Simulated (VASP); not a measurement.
A run of VASP 6.6.1 is set up as follows.

File INCAR:

```
SYSTEM = Ta
ALGO = Normal
EDIFF = 1E-7
EDIFFG = -0.04
ENCUT = 600
GGA = PE
IBRION = 2
ISIF = 3
ISMEAR = 0
LASPH = .TRUE.
LCHARG = .FALSE.
LREAL = .FALSE.
LWAVE = .FALSE.
NELM = 100
NSW = 90
PREC = Accurate
SIGMA = 0.1
```

Contents of KPOINTS:

```
k-points
0
G
  8 8 8
  0 0 0
```

File POSCAR:

```
Ta
1.0
   -2.5910636501      2.5910636501      1.4134730508
    2.5910636501     -2.5910636501      1.4134730508
    2.5910636501      2.5910636501     -1.4134730508
Ta
2
Direct
    0.0000000000      0.0000000000      0.0000000000
    0.7500000000      0.2500000000      0.5000000000
```

Potentials or basis: VASP PAW PBE potentials, release 64 (Ta_pv).

The run is started by

```sh
$ cat potpaw_PBE.64/Ta_pv/POTCAR > POTCAR
$ mpirun -np 1 vasp_std > vasp.out
```

**Question.** Predict the band gap on the k mesh.

**Answer.** Zero (bands 11 and 12 overlap by 1.47 eV).

**Question.** Estimate the relaxed cell.

**Answer.** a = 3.997 Å, b = 3.997 Å, c = 3.997 Å, α = 97.08°, β = 97.08°, γ = 138.89°.

**Question.** What does it give for the relaxed volume?

**Answer.** 19.66 Å³/atom.

**Question.** What does it give for the space group after relaxing (to 0.1 Å)?

**Answer.** I4_1/amd (No. 141).

The path:
| step | energy change (eV) | largest force (eV/Å) | pressure (GPa) | volume (Å³) |
| --- | --- | --- | --- | --- |
| 1 | 0.0000 | 0.0000 | 6.01 | 37.96 |
| 2 | 0.0439 | 0.0000 | -9.34 | 41.99 |
| 3 | -0.0339 | 0.0000 | -0.87 | 39.51 |
| 4 | -0.0339 | 0.0000 | -0.74 | 39.47 |
| 5 | -0.0380 | 0.0000 | 0.28 | 39.27 |
| 6 | -0.0385 | 0.0000 | 0.02 | 39.32 |

Caveat: spin-orbit coupling is left out, which moves the levels of the heavy elements.
